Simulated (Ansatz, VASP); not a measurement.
## Br in VASP and in Ansatz

INCAR

```
ALGO = Normal ; EDIFF = 1E-6
ENCUT = 520 ; GGA = PE
ISIF = 2 ; ISMEAR = 0
LASPH = T ; LCHARG = F
LREAL = F ; LWAVE = F
NBANDS = 10 ; NELM = 80
PREC = Accurate ; SIGMA = 0.1
```

The input KPOINTS:

```
k-points
0
Gamma
  18 18 18
```

The input POSCAR:

```
Br
1.0
   -1.1621871066      1.6254061340      3.5141597977
    1.1621871066     -1.6254061340      3.5141597977
    1.2997868826      1.7283476064     -3.5141597977
Br
1
Direct
    0.0000000000      0.0000000000      0.0000000000
```

Input for Ansatz:

```yaml
crystal:
  lattice:
    - [-1.1621871066, 1.625406134, 3.5141597977]
    - [1.1621871066, -1.625406134, 3.5141597977]
    - [1.2997868826, 1.7283476064, -3.5141597977]
  atoms:
    - { symbol: Br, position: [0.0, 0.0, 0.0] }
basis:
  ecutwfc: 420
kpoints:
  mp_grid: { grid: [18, 18, 18] }
hamiltonian:
  xc: pbe
scf:
  occupations: { method: gaussian, width: 0.1 }
output:
  forces: true
  stress: true
  eigenvalues: true
```

Alike in both runs: task single point; functional PBE; k mesh 18 × 18 × 18; occupations gaussian, width 0.1 eV; no spin polarisation.

```csv
,VASP,Ansatz
version,VASP 6.6.1,Ansatz 0.2.0
potentials or method,"VASP PAW PBE potentials, release 64 (Br), cutoff 520 eV","scalar-relativistic, plane waves, PAW"
valence electrons in the cell,7,7
```

VASP gave:

* gap on the k mesh at the Fermi level (eV): none
* pressure (GPa): 6.3
* traceless stress, the component that is largest in VASP (GPa): 8.13

**Question.** Which values does Ansatz return?

**Answer.** gap on the k mesh at the Fermi level (eV): none; pressure (GPa): 6.3; traceless stress, the component that is largest in VASP (GPa): 8.10.

A gap of «none» marks a metal or a gap that the smearing closes. With one functional, cell and mesh, what is left measures potentials, basis and numerics.
